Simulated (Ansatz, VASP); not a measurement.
**Zr2B: VASP beside Ansatz**

```
Zr B
1.0
     4.52825    0.00000    0.00000
    -2.26412    3.92158    0.00000
     0.00000    0.00000    5.76355
Zr B
4 2
Cartesian
  0.0000 2.6144 2.8818
  2.2641 1.3072 2.8818
  0.0000 0.0000 1.2196
  0.0000 0.0000 4.5440
  0.0000 2.6144 0.0000
  2.2641 1.3072 0.0000
```

Alike in both runs: functional PBE; k mesh 12 × 12 × 8; occupations gaussian, width 0.1 eV; no spin polarisation.

Ansatz relaxed the structure, and its values are those at the end. VASP's run is a single point on that final structure, the one shown.

|  | VASP | Ansatz |
| --- | --- | --- |
| version | VASP 6.6.1 | Ansatz 0.2.0 |
| potentials or method | VASP PAW PBE potentials, release 64 (Zr_sv, B), cutoff 520 eV | scalar-relativistic, plane waves, PAW |
| valence electrons in the cell | 54 | 54 |

Ansatz gave:

| Property | Result |
| --- | --- |
| gap on the k mesh at the Fermi level (eV) | none |
| pressure (GPa) | 0.0 |
| rms of the force components (eV/Å) | 0.001 |

Question: Which values does VASP return?

Answer: gap on the k mesh at the Fermi level (eV): none; pressure (GPa): 0.1; rms of the force components (eV/Å): 0.017.

A gap of «none» marks a metal or a gap that the smearing closes.
